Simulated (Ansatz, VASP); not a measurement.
## ZnSe in VASP and in Ansatz

```xyz
8
Lattice="4.0064 0.0000 0.0000 0.0000 4.0064 0.0000 0.0000 0.0000 24.9153" Properties=species:S:1:pos:R:3 pbc="T T T"
Se    0.0000    2.0032    7.5088
Se    2.0032    0.0000   10.3681
Se    0.0000    2.0032   13.2106
Se    2.0032    0.0000   16.0861
Zn    2.0032    2.0032    8.8269
Zn    0.0000    0.0000   11.6882
Zn    2.0032    2.0032   14.5413
Zn    0.0000    0.0000   17.4313
```

Alike in both runs: functional r2SCAN; k mesh 7 × 7 × 1; occupations gaussian, width 0.05 eV; no spin polarisation.

Ansatz relaxed the structure, and its values are those at the end. VASP's run is a single point on that final structure, the one shown.

|  | VASP | Ansatz |
| --- | --- | --- |
| version | VASP 6.6.1 | Ansatz 0.2.0 |
| potentials or method | VASP PAW PBE potentials, release 64 (Se, Zn), cutoff 520 eV | scalar-relativistic, plane waves, PAW |
| valence electrons in the cell | 72 | 112 |

|  | VASP | Ansatz | Ansatz less VASP |
| --- | --- | --- | --- |
| gap on the k mesh at the Fermi level (eV) | 0.10 | 0.10 | 0.000 |
| least direct gap on the mesh (eV) | 0.11 | 0.11 | 0.000 |
| rms of the force components (eV/Å) | 0.008 | 0.003 | -0.0050 |

VASP's potentials were made for PBE, not for r2SCAN. The functional is the same, so the differences come from potentials, cutoffs and numerics. VASP's potentials hold 72 valence electrons a cell and Ansatz's 112, so a difference there can come from the potentials and not from the codes. Ansatz's warnings: xc potential rough in thin density.
